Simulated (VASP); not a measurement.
Hf, 2 atoms in the cell. The structure is hexagonal, space group P6_3/mmc (No. 194). The conventional cell has a = 3.197 Å, b = 3.197 Å, c = 5.058 Å, α = 90.00°, β = 90.00°, γ = 120.00°. Hf (site symmetry -6m2) has 12 Hf at 3.13 to 3.20 Å within 4.1 Å. 

```yaml
Program: VASP 6.6.1
Task: single point
Functional: LDA
Potentials_or_basis: VASP PAW LDA potentials, release 64 (Hf_pv)
Cutoff: 520 eV
k_mesh: 7 × 7 × 4
Occupations: fermi-dirac, width 0.05 eV
Spin: non-collinear spin, zero start, spin-orbit coupling
Starting_moments: "[[0.0, 0.0, 0.0], [0.0, 0.0, 0.0]] μB"
Dipole_correction: no
Further_INCAR_settings: ALGO = Fast; EDIFF = 1e-06; NBANDS = 32
```

Potentials or basis: VASP PAW LDA potentials, release 64 (Hf_pv).

The run is started by

```console
$ cat potpaw_LDA.64/Hf_pv/POTCAR > POTCAR
$ mpirun -np 1 vasp_ncl > vasp.out
```

Hardware: 1 thread of Intel(R) Xeon(R) Platinum 8488C (Sapphire Rapids), with other jobs on the host.

Problem. How long does it take, and how much memory?

Solution. Wall time 83 s on 1 thread of Intel(R) Xeon(R) Platinum 8488C (Sapphire Rapids) (shared host), peak memory 0.23 GiB. Counts: scf iterations 14, k points 24.
